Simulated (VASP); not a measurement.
TaN, 2 atoms in the cell. It takes space group Fm-3m (No. 225, cubic). The conventional cell has a = 4.358 Å, b = 4.358 Å, c = 4.358 Å, α = 90.00°, β = 90.00°, γ = 90.00°. Ta (site symmetry m-3m) has 6 N at 2.18 Å within 2.9 Å. Within 2.9 Å of N (site symmetry m-3m) lie 6 Ta at 2.18 Å. 

* Program: VASP 6.6.1
* Task: single point
* Functional: r2SCAN
* Potentials or basis: VASP PAW PBE potentials, release 64 (Ta_pv, N)
* Cutoff: 660 eV
* k mesh: 13 × 13 × 13
* Occupations: fermi-dirac, width 0.1 eV
* Spin: no spin polarisation
* Dipole correction: no
* Further INCAR settings: ALGO = Normal; EDIFF = 1e-06; NBANDS = 15

Potentials or basis: VASP PAW PBE potentials, release 64 (Ta_pv, N).

Command:

```bash
$ cat potpaw_PBE.64/Ta_pv/POTCAR potpaw_PBE.64/N/POTCAR > POTCAR
$ cp INCAR.step1 INCAR
$ mpirun -np 1 vasp_std > vasp.out
$ cp INCAR.step2 INCAR
$ mpirun -np 1 vasp_std > vasp.out
```

Hardware: 1 thread of Intel(R) Xeon(R) 6975P-C (Granite Rapids) (shared host).

Task: How long does it take, and how much memory?

Result: It took 61 s on 1 thread of Intel(R) Xeon(R) 6975P-C (Granite Rapids) (shared host), peak memory 0.19 GiB. Counts: k points 84.
